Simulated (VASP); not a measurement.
Input of a VASP 6.6.1 run:

INCAR

```
PREC = Accurate
ENCUT = 520
EDIFF = 1E-6
ISMEAR = -1
SIGMA = 0.01
LREAL = F
LASPH = T
NELM = 60
ALGO = Normal
ISIF = 2
LWAVE = F
LCHARG = F
NBANDS = 9
```

Contents of KPOINTS:

```
regular mesh
0
Gamma
  16 16 9
```

Contents of POSCAR:

```
Be
1.0
    2.2295160349      0.0000000000      0.0000000000
   -1.1147580175      1.9308175243      0.0000000000
    0.0000000000      0.0000000000      3.5083258361
Be
2
Direct
    0.3333333333      0.6666666667      0.2500000000
    0.6666666667      0.3333333333      0.7500000000
```

Potentials or basis: VASP PAW LDA potentials, release 64 (Be).

Command:

```bash
$ cat potpaw_LDA.64/Be/POTCAR > POTCAR
$ mpirun -np 1 vasp_std > vasp.out
```

Question: What does it give for the pressure?

Answer: 0.4 GPa.

Question: What does it give for the band gap on the k mesh?

Answer: Zero (band 2 reaches 8.05 eV, above the bottom of band 3 at 6.47 eV).

Stress tensor (GPa, compression positive):
```
0.56 0.00 0.00
0.00 0.56 0.00
0.00 0.00 0.20
```
